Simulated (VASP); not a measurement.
Set up this calculation in VASP 6.6.1, as the native input.

- Task: single point
- Functional: PBEsol
- Dispersion: D3(BJ)
- Potentials or basis: VASP PAW PBE potentials, release 64 (Zr_sv)
- Cutoff: 500 eV
- k mesh: 15 × 15 × 15
- Occupations: fermi-dirac, width 0.08 eV
- Spin: no spin polarisation
- Dipole correction: no
- Further INCAR settings: ALGO = Normal; EDIFF = 1e-06; NBANDS = 12

The structure of Zr lies in POSCAR:

```
Zr
1.0
   -1.2977496185      1.2977496185      1.2977496185
    1.2977496185     -1.2977496185      1.2977496185
    1.2977496185      1.2977496185     -1.2977496185
Zr
1
Direct
    0.0000000000      0.0000000000      0.0000000000
```

These files were run (other wordings do the same):

INCAR

```
SYSTEM = Zr
PREC     = Accurate       ! precision mode
ENCUT    = 500            ! plane-wave cutoff, eV
EDIFF    = 1E-6           ! SCF threshold, eV
ISMEAR   = -1             ! smearing method
SIGMA    = 0.08           ! smearing width, eV
LREAL    = .False.        ! projectors in reciprocal space
LASPH    = .True.         ! aspherical terms in the spheres
NELM     = 120            ! most SCF steps
ALGO     = Normal         ! electronic algorithm
ISIF     = 2              ! what is computed and relaxed
LWAVE    = .False.        ! write WAVECAR
LCHARG   = .True.         ! write CHGCAR
GGA      = PS             ! functional
IVDW     = 12             ! dispersion correction
LELF     = .True.         ! ELF
LVHAR    = .True.       
NBANDS   = 12             ! bands
GGA_COMPAT= .False.
```

KPOINTS

```
Automatic mesh
0
Gamma
  15 15 15
  0 0 0
```

Potentials or basis: VASP PAW PBE potentials, release 64 (Zr_sv).

Run with:

```bash
$ cat potpaw_PBE.64/Zr_sv/POTCAR > POTCAR
$ mpirun -np 1 vasp_std > vasp.out
```

Results of the run:

The pressure is 431.8 GPa, the band gap on the k mesh is zero (band 6 reaches 27.99 eV, above the bottom of band 7 at 22.63 eV) and the dispersion energy per atom is -1.546 eV.

Caveat: three body term missing; the PAW data sets were made with another functional, which shifts forces and pressure a little; pairwise dispersion overbinds metals, which lowers pressure and volume.

It took 8.4 s on 1 thread of Intel Xeon 6975P-C (shared host), peak memory 0.13 GiB.
